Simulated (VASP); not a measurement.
# Si8NO14 (a cell with a defect) in VASP: further runs, part 2 of 2

VASP 6.6.1. Earlier steps stand in the parts before.

## Step 3: Single point, PBEsol, collinear spin, ferromagnetic start

INCAR

```
  PREC = Accurate
  ENCUT = 520
  EDIFF = 1E-6
  ISMEAR = -1
  SIGMA = 0.02
  LREAL = F
  LASPH = T
  NELM = 200
  ALGO = Normal
  ISIF = 2
  LWAVE = F
  LCHARG = T
  ISPIN = 2
  MAGMOM = 0 0 0 0 0 0 0 0 0 0 0 0.07 0 0 0 0 0.09 0 0 0.1 0 0 0.28
  LORBIT = 11
  GGA = PS
  LELF = T
  LVHAR = T
  NELECT = 119.0
  NBANDS = 82
  GGA_COMPAT = F
```

KPOINTS

```
Automatic mesh
0
Gamma
  2 2 2
```

POSCAR

```
Si8NO14
1.0
   -5.6578710000     -5.2657200000      0.0000000000
    4.5381290000     -5.2657200000      0.0000000000
    2.0996240000      2.2758520000      6.2331600000
Si O N
8 14 1
Direct
    0.7053165291      0.5719618031      0.2074730955
    0.9794746163      0.3501493303      0.6033843187
    0.9765708005      0.4114910717      0.0529604567
    0.2933826803      0.4559328494      0.4591523401
    0.2275586614      0.0922536127      0.2648111070
    0.4614063574      0.8378240030      0.6098693119
    0.4225903746      0.8224818032      0.0144708302
    0.7826761944      0.9533983315      0.4810077072
    0.7582933209      0.8113304203      0.2831300656
    0.9373685750      0.1137651094      0.5559441760
    0.7681028807      0.4961115668      0.0268775388
    0.1393485363      0.5487870671      0.2351718871
    0.0139160997      0.1898958270      0.1414690141
    0.7881989475      0.4515774952      0.4192555622
    0.1783185004      0.4013590507      0.5977412741
    0.9887157946      0.4166328040      0.8297728600
    0.3844581463      0.2588553405      0.3982682941
    0.4640614296      0.6071320780      0.5906386167
    0.4679110200      0.6041951461      0.0868034833
    0.2567319835      0.9258664352      0.4344316526
    0.6512386328      0.9232966135      0.5951137144
    0.4807530743      0.9080188988      0.8459176405
    0.2889194088     -0.0382076459      0.0902409051
```

Potentials or basis: VASP PAW PBE potentials, release 64 (Si, O, N).

Started as:

```
cat potpaw_PBE.64/Si/POTCAR potpaw_PBE.64/O/POTCAR potpaw_PBE.64/N/POTCAR > POTCAR
mpirun -np 1 vasp_std > vasp.out
```

OUTCAR:

```text
PREC = Accurate
   ENCUT = 520
   EDIFF = 1E-6
   ISMEAR = -1
   LREAL = F
   LASPH = T
   NELM = 200
   ISIF = 2
   ISPIN = 2
   LORBIT = 11
   GGA = PS
   NELECT = 119.0

 ion  position               nearest neighbor table
   1  0.705  0.572  0.207-  14 1.59  11 1.60  19 1.66   9 1.73   7 2.64   3 2.91   2 3.08   8 3.10

   2  0.979  0.350  0.603-  16 1.59  15 1.61  14 1.63  10 1.67   1 3.08   8 3.09   4 3.13   3 3.15

   3  0.977  0.411  0.053-  16 1.60  11 1.63  12 1.63  13 1.66   4 2.81   5 2.89   1 2.91   2 3.15

   4  0.293  0.456  0.459-  18 1.62  12 1.63  17 1.64  15 1.64   5 2.76   3 2.81   6 2.93   2 3.13

   5  0.228  0.092  0.265-  13 1.62  20 1.63  17 1.64  23 1.70   4 2.76   3 2.89   6 2.92
   6  0.461  0.838  0.610-  18 1.60  20 1.63  22 1.63  21 1.65   5 2.92   4 2.93   7 2.97   8 3.13

   7  0.423  0.822  0.014-  22 1.58  19 1.60  23 1.62   9 2.44   1 2.64   6 2.97
   8  0.783  0.953  0.481-  10 1.56  21 1.57   9 1.60   2 3.09   1 3.10   6 3.13
   9  0.758  0.811  0.283-   8 1.60   1 1.73   7 2.44
  10  0.937  0.114  0.556-   8 1.56   2 1.67
  11  0.768  0.496  0.027-   1 1.60   3 1.63
[... 1445 lines left out ...]
  external PRESSURE =     -54.7874643 kB  Pullay stress =       0.0000000 kB

 VOLUME and BASIS-vectors are now :
 -----------------------------------------------------------------------------
  energy-cutoff  :      520.00
  volume of cell :      334.65
      direct lattice vectors                 reciprocal lattice vectors
    -5.657871000 -5.265720000  0.000000000    -0.098077678 -0.084525792  0.063899280
     4.538129000 -5.265720000  0.000000000     0.098077678 -0.105381761  0.005439784
     2.099624000  2.275852000  6.233160000     0.000000000  0.000000000  0.160432269

 POSITION                                       TOTAL-FORCE (eV/Angst)
 -----------------------------------------------------------------------------------
     -0.95934     -6.25361      1.29321         0.027015      0.015627     -0.002486
     -2.68584     -5.62821      3.76099        -0.014507      0.043934      0.016548
     -3.54671     -7.18862      0.33011         0.028424      0.003211     -0.096815
      1.37321     -2.90072      2.86197        -0.005001     -0.040226      0.090464
     -0.31284     -1.08137      1.65061        -0.086471      0.051788     -0.071647
      2.47207     -5.45341      3.80141        -0.007675     -0.073277      0.049118
[... 15 lines left out ...]
      3.17678     -5.38770      5.27274        -0.003645     -0.028866     -0.026184
      2.91954     -6.38052      0.56249         0.036791      0.010032      0.013672
 -----------------------------------------------------------------------------------
    total drift:                                0.000044      0.000951      0.000049

  FREE ENERGIE OF THE ION-ELECTRON SYSTEM (eV)
  ---------------------------------------------------
  free  energy   TOTEN  =      -187.3998340109 eV

  energy  without entropy=     -187.3998340106  energy(sigma->0) =     -187.39983401

 total charge

# of ion       s       p       d       tot
------------------------------------------
    1        0.646   0.969   0.000   1.615
    2        0.631   0.970   0.000   1.601
    3        0.647   0.987   0.000   1.633
    4        0.648   0.983   0.000   1.631
    5        0.657   0.994   0.000   1.651
    6        0.642   0.976   0.000   1.618
[... 15 lines left out ...]
   22        1.554   3.643   0.000   5.197
   23        1.256   2.499   0.000   3.755
--------------------------------------------------
tot         28.185  61.252   0.000  89.437

 magnetization (x)

# of ion       s       p       d       tot
------------------------------------------
    1        0.000   0.000   0.000   0.000
    2       -0.000   0.000   0.000  -0.000
    3       -0.000   0.000   0.000  -0.000
    4       -0.000  -0.000   0.000  -0.000
    5       -0.004  -0.008   0.000  -0.011
    6       -0.000  -0.000   0.000  -0.000
[... 15 lines left out ...]
   22        0.002   0.027   0.000   0.028
   23        0.016   0.506   0.000   0.522
--------------------------------------------------
tot          0.012   0.687   0.000   0.699
```

Run time: 8.4 min. Hardware: 1 thread of AMD EPYC 9R45 (Zen 5), shared host; peak memory 0.69 GiB.

Results:

```yaml
Free_energy: -187.3998 eV
Largest_force: 0.124 eV/Å
Net_moment: 1.00 μB per cell
Site_moments: Si +0.00, -0.00, -0.01 (each value once); O -0.00, +0.00, +0.01, +0.02, +0.03, +0.10 (each value once); N +0.52 μB
Valence_electrons_inside_the_program's_atomic_spheres: Si 1.61, 1.60, 1.63, 1.65, 1.62, 1.67 (each value once); O 5.15, 5.19, 5.20, 5.17, 5.21, 5.24 (each value once); N 3.75
```

Forces in eV/Å, atoms in the order of the input:
```
Si   0.027  0.016 -0.002
Si  -0.015  0.044  0.017
Si   0.028  0.003 -0.097
Si  -0.005 -0.040  0.090
Si  -0.086  0.052 -0.072
Si  -0.008 -0.073  0.049
Si   0.099 -0.025  0.028
Si  -0.003 -0.022  0.015
O   -0.038  0.040 -0.066
O    0.023 -0.086  0.022
O   -0.016 -0.006 -0.045
O    0.037 -0.048 -0.002
O    0.030  0.035 -0.011
O   -0.008 -0.012  0.027
O   -0.036 -0.022 -0.009
O   -0.002  0.008  0.025
O   -0.057 -0.039  0.016
O   -0.035  0.012  0.006
O   -0.023  0.098  0.002
O    0.029  0.028 -0.005
O    0.025  0.057  0.023
O   -0.004 -0.029 -0.026
N    0.037  0.010  0.014
```

Caveat: the k points lie up to 0.50 Å⁻¹ apart; the cell carries a net charge on a neutralising background, which shifts energy and pressure; the cell is charged against a uniform background, so pressure and absolute levels hang on convention; the PAW data sets were made with another functional, which shifts forces and pressure a little.

## Step 4: Single point, PBEsol, collinear spin, ferromagnetic start

INCAR

```
SYSTEM = Si8NO14
PREC = Accurate
ENCUT = 520
EDIFF = 1E-6
ISMEAR = -1
SIGMA = 0.02
LREAL = .False.
LASPH = .True.
NELM = 200
ALGO = Normal
ISIF = 2
LWAVE = .False.
LCHARG = .False.
ISPIN = 2
MAGMOM = 0 0 0 0 0 0 0 0 0 0 0 0.07 0 0 0 0 0.09 0 0 0.1 0 0 0.28
LORBIT = 11
GGA = PS
NBANDS = 82
NELECT = 119.0
GGA_COMPAT = .False.
```

KPOINTS

```
Automatic mesh
0
Gamma
  2 2 2
  0 0 0
```

POSCAR

```
Si8NO14
1.0
   -5.6578710000     -5.2657200000      0.0000000000
    4.5381290000     -5.2657200000      0.0000000000
    2.0996240000      2.2758520000      6.2331600000
Si O N
8 14 1
Direct
    0.6970162862      0.5586907090      0.1977138402
    0.9762698162      0.3512308268      0.6011632944
    0.9836976297      0.4047938593      0.0561026831
    0.2946239429      0.4570674021      0.4651401536
    0.2417811068      0.0932627182      0.2741386391
    0.4631797963      0.8384089247      0.6160830141
    0.4614854487      0.8299798544      0.0394215775
    0.7626973610      0.9608103174      0.4626605125
    0.7260906336      0.8194536369      0.2532943162
    0.9186156035      0.1191114501      0.5317806698
    0.7719610417      0.4815282105      0.0291813462
    0.1416608482      0.5461744914      0.2376966097
    0.0261082415      0.1832776873      0.1424370624
    0.7893670509      0.4683722847      0.4266692978
    0.1757614913      0.3950853956      0.5960716555
    0.9894596035      0.4096006675      0.8301434585
    0.3934236332      0.2628001719      0.4113746479
    0.4630072480      0.6079745445      0.6009877815
    0.4635506268      0.5995301295      0.0703181051
    0.2601135892      0.9257042973      0.4378324959
    0.6567034670      0.9131135897      0.5993078952
    0.4889899935      0.9176311001      0.8495859243
    0.3344967982     -0.0274112395      0.1234542351
```

Potentials or basis: VASP PAW PBE potentials, release 64 (Si, O, N).

Started as:

```
cat potpaw_PBE.64/Si/POTCAR potpaw_PBE.64/O/POTCAR potpaw_PBE.64/N/POTCAR > POTCAR
mpirun -np 1 vasp_std > vasp.out
```

OUTCAR:

```text
SYSTEM = Si8NO14
   PREC = Accurate
   ENCUT = 520
   EDIFF = 1E-6
   ISMEAR = -1
   LREAL = .False.
   LASPH = .True.
   NELM = 200
   ISIF = 2
   ISPIN = 2
   LORBIT = 11
   GGA = PS
   NELECT = 119.0

 ion  position               nearest neighbor table
   1  0.697  0.559  0.198-  14 1.58  11 1.59  19 1.64   9 1.84   7 2.50   3 2.95   2 3.07
   2  0.976  0.351  0.601-  16 1.58  15 1.60  14 1.64  10 1.68   1 3.07   8 3.11   4 3.13   3 3.14

   3  0.984  0.405  0.056-  16 1.59  12 1.63  11 1.63  13 1.65   4 2.81   5 2.88   1 2.95   2 3.14

   4  0.295  0.457  0.465-  18 1.61  17 1.63  12 1.63  15 1.63   5 2.75   3 2.81   6 2.93   2 3.13

   5  0.242  0.093  0.274-  13 1.62  20 1.63  17 1.63  23 1.69   4 2.75   3 2.88   6 2.88
   6  0.463  0.838  0.616-  18 1.60  22 1.62  20 1.63  21 1.66   5 2.88   4 2.93   7 2.96   8 3.11

   7  0.461  0.830  0.039-  22 1.58  19 1.63  23 1.63   9 1.92   1 2.50   8 2.95   6 2.96
   8  0.763  0.961  0.463-  10 1.56  21 1.56   9 1.64   7 2.95   6 3.11   2 3.11
   9  0.726  0.819  0.253-   8 1.64   1 1.84   7 1.92
[... 1483 lines left out ...]
 -----------------------------------------------------------------------------------
    total drift:                                0.000247     -0.001745     -0.000973

  FREE ENERGIE OF THE ION-ELECTRON SYSTEM (eV)
  ---------------------------------------------------
  free  energy   TOTEN  =      -187.4915643923 eV

  energy  without entropy=     -187.4915643923  energy(sigma->0) =     -187.49156439

 total charge

# of ion       s       p       d       tot
------------------------------------------
    1        0.652   0.967   0.000   1.620
    2        0.632   0.972   0.000   1.604
    3        0.647   0.989   0.000   1.636
    4        0.650   0.989   0.000   1.640
    5        0.660   1.004   0.000   1.664
    6        0.646   0.987   0.000   1.633
[... 15 lines left out ...]
   22        1.554   3.659   0.000   5.213
   23        1.254   2.514   0.000   3.769
--------------------------------------------------
tot         28.196  61.302   0.000  89.498

 magnetization (x)

# of ion       s       p       d       tot
------------------------------------------
    1        0.000   0.000   0.000   0.000
    2       -0.000   0.000   0.000   0.000
    3       -0.000   0.000   0.000  -0.000
    4       -0.000  -0.000   0.000  -0.000
    5       -0.004  -0.008   0.000  -0.011
    6        0.000   0.000   0.000   0.000
[... 15 lines left out ...]
   22        0.002   0.027   0.000   0.029
   23        0.016   0.507   0.000   0.523
--------------------------------------------------
tot          0.012   0.684   0.000   0.696
```

OSZICAR:

```text
N       E                     dE             d eps       ncg     rms          rms(c)
DAV:   1     0.744285580912E+03    0.74429E+03   -0.60078E+04  2632   0.131E+03
DAV:   2    -0.141525722676E+03   -0.88581E+03   -0.86219E+03  3190   0.310E+02
DAV:   3    -0.206224261560E+03   -0.64699E+02   -0.64244E+02  3168   0.883E+01
DAV:   4    -0.207228581605E+03   -0.10043E+01   -0.10015E+01  3296   0.119E+01
DAV:   5    -0.207247583373E+03   -0.19002E-01   -0.18986E-01  3248   0.157E+00    0.383E+01
DAV:   6    -0.188040400120E+03    0.19207E+02   -0.72817E+01  3056   0.292E+01    0.191E+01
DAV:   7    -0.187651683458E+03    0.38872E+00   -0.30645E+00  3224   0.677E+00    0.703E+00
DAV:   8    -0.187495415487E+03    0.15627E+00   -0.35288E-01  3304   0.303E+00    0.289E+00
DAV:   9    -0.187474225812E+03    0.21190E-01   -0.86688E-02  3272   0.151E+00    0.104E+00
DAV:  10    -0.187486988767E+03   -0.12763E-01   -0.19514E-02  3128   0.737E-01    0.462E-01
DAV:  11    -0.187489467378E+03   -0.24786E-02   -0.42526E-03  3280   0.317E-01    0.258E-01
DAV:  12    -0.187490903368E+03   -0.14360E-02   -0.10891E-03  3016   0.158E-01    0.765E-02
DAV:  13    -0.187491360736E+03   -0.45737E-03   -0.34185E-04  3168   0.886E-02    0.381E-02
DAV:  14    -0.187491494576E+03   -0.13384E-03   -0.92770E-05  3080   0.482E-02    0.289E-02
DAV:  15    -0.187491553293E+03   -0.58717E-04   -0.45722E-05  2976   0.295E-02    0.138E-02
DAV:  16    -0.187491562232E+03   -0.89393E-05   -0.83770E-06  3176   0.144E-02    0.571E-03
DAV:  17    -0.187491563877E+03   -0.16448E-05   -0.23759E-06  2400   0.694E-03    0.357E-03
DAV:  18    -0.187491564392E+03   -0.51524E-06   -0.49205E-07  2192   0.326E-03
   1 F= -.18749156E+03 E0= -.18749156E+03  d E =-.196803E-10  mag=     1.0000
```

stdout:

```text
POSCAR found type information on POSCAR SiO N
 POSCAR found :  3 types and      23 ions
 scaLAPACK will be used
 -----------------------------------------------------------------------------
|                                                                             |
|                                                                             |
|     You have a (more or less) 'large supercell' and for larger cells it     |
|     might be more efficient to use real-space projection operators.         |
|     Therefore, try LREAL= Auto in the INCAR file.                           |
|     Mind: For very accurate calculation, you might also keep the            |
|     reciprocal projection scheme (i.e. LREAL=.FALSE.).                      |
|                                                                             |
 -----------------------------------------------------------------------------

 -----------------------------------------------------------------------------
|                                                                             |
|                                                                             |
|     You enforced a specific xc type in the INCAR file but a different       |
|     I HOPE YOU KNOW WHAT YOU ARE DOING!                                     |
|                                                                             |
 -----------------------------------------------------------------------------

 LDA part: xc-table for (Slater+PW92), standard interpolation
 POSCAR, INCAR and KPOINTS ok, starting setup
 FFT: planning ... GRIDC
 FFT: planning ... GRID_SOFT
 FFT: planning ... GRID
 WAVECAR not read
 entering main loop
 the old and the new charge density differ
 old charge density:   121.00000 new  119.00000
    0.383E+01
```

Run time: 12 min. Hardware: 1 thread of Oxide Virtual Turin-like, shared host; peak memory 0.68 GiB.

What came out:

```yaml
Free_energy: -187.4916 eV
Largest_force: 0.125 eV/Å
Net_moment: 1.00 μB per cell
Site_moments: Si +0.00, -0.00, -0.01 (each value once); O -0.00, +0.00, +0.01, +0.02, +0.03, +0.10 (each value once); N +0.52 μB
Valence_electrons_inside_the_program's_atomic_spheres: Si 1.62, 1.60, 1.64, 1.66, 1.63, 1.61 (each value once); O 5.14, 5.18, 5.20, 5.17, 5.21, 5.25, 5.15 (each value once); N 3.77
```

Forces in eV/Å, atoms in the order of the input:
```
Si   0.005  0.031 -0.005
Si  -0.012  0.058  0.008
Si   0.013  0.003 -0.095
Si   0.000 -0.022  0.098
Si  -0.097  0.029 -0.052
Si  -0.014 -0.076  0.057
Si   0.058 -0.087  0.069
Si   0.026 -0.033 -0.037
O    0.004  0.059 -0.102
O    0.039 -0.068 -0.028
O   -0.056  0.007 -0.027
O    0.026 -0.047 -0.001
O   -0.002  0.030 -0.010
O    0.025 -0.012  0.044
O   -0.014 -0.031 -0.026
O    0.002  0.032  0.026
O   -0.051 -0.044  0.045
O   -0.023  0.024  0.030
O    0.005  0.109 -0.053
O    0.027  0.036 -0.003
O    0.017  0.079  0.028
O    0.010 -0.051 -0.009
N    0.011 -0.025  0.044
```

Levels at points of the mesh, in eV from the Fermi level:
Spin up:
| k point | band 56 | band 57 | band 58 | band 59 | band 60 | band 61 | band 62 | band 63 | band 64 | band 65 |
| --- | --- | --- | --- | --- | --- | --- | --- | --- | --- | --- |
| (0.00, 0.00, 0.00) | -1.28 | -1.20 | -0.98 | -0.84 | -0.62 | 3.21 | 4.35 | 5.82 | 6.91 | 7.29 |
| (0.50, 0.00, 0.00) | -1.30 | -1.21 | -1.11 | -0.86 | -0.64 | 3.53 | 4.37 | 5.83 | 6.52 | 7.17 |
| (0.00, 0.50, 0.00) | -1.30 | -1.26 | -1.05 | -0.85 | -0.67 | 3.57 | 4.33 | 5.71 | 6.62 | 7.11 |
| (0.50, 0.50, 0.00) | -1.30 | -1.27 | -1.05 | -0.83 | -0.73 | 3.66 | 4.37 | 5.92 | 6.47 | 7.18 |
| (0.00, 0.00, 0.50) | -1.28 | -1.12 | -0.88 | -0.82 | -0.59 | 3.53 | 4.39 | 5.94 | 6.84 | 6.91 |
| (0.50, 0.00, 0.50) | -1.28 | -1.15 | -0.92 | -0.82 | -0.56 | 3.50 | 4.47 | 6.01 | 6.49 | 7.20 |
| (0.00, 0.50, 0.50) | -1.32 | -1.23 | -0.89 | -0.81 | -0.62 | 3.71 | 4.39 | 6.08 | 6.76 | 7.13 |
| (0.50, 0.50, 0.50) | -1.30 | -1.25 | -0.83 | -0.78 | -0.66 | 3.63 | 4.47 | 5.98 | 6.84 | 7.10 |
Spin down:
| k point | band 56 | band 57 | band 58 | band 59 | band 60 | band 61 | band 62 | band 63 |
| --- | --- | --- | --- | --- | --- | --- | --- | --- |
| (0.00, 0.00, 0.00) | -1.18 | -1.07 | -0.67 | -0.48 | 0.48 | 3.23 | 4.35 | 5.85 |
| (0.50, 0.00, 0.00) | -1.23 | -1.10 | -0.75 | -0.51 | 0.49 | 3.55 | 4.36 | 5.89 |
| (0.00, 0.50, 0.00) | -1.23 | -1.10 | -0.74 | -0.52 | 0.48 | 3.59 | 4.34 | 5.74 |
| (0.50, 0.50, 0.00) | -1.23 | -1.17 | -0.76 | -0.51 | 0.48 | 3.67 | 4.37 | 5.98 |
| (0.00, 0.00, 0.50) | -1.21 | -0.94 | -0.65 | -0.51 | 0.49 | 3.55 | 4.38 | 6.00 |
| (0.50, 0.00, 0.50) | -1.22 | -0.96 | -0.65 | -0.51 | 0.50 | 3.51 | 4.47 | 6.04 |
| (0.00, 0.50, 0.50) | -1.23 | -1.12 | -0.63 | -0.54 | 0.49 | 3.72 | 4.39 | 6.13 |
| (0.50, 0.50, 0.50) | -1.20 | -1.09 | -0.65 | -0.51 | 0.49 | 3.64 | 4.47 | 6.02 |

Caveat: the k points lie up to 0.50 Å⁻¹ apart; the cell carries a net charge on a neutralising background, which shifts energy and pressure; the cell is charged against a uniform background, so pressure and absolute levels hang on convention; the PAW data sets were made with another functional, which shifts forces and pressure a little.
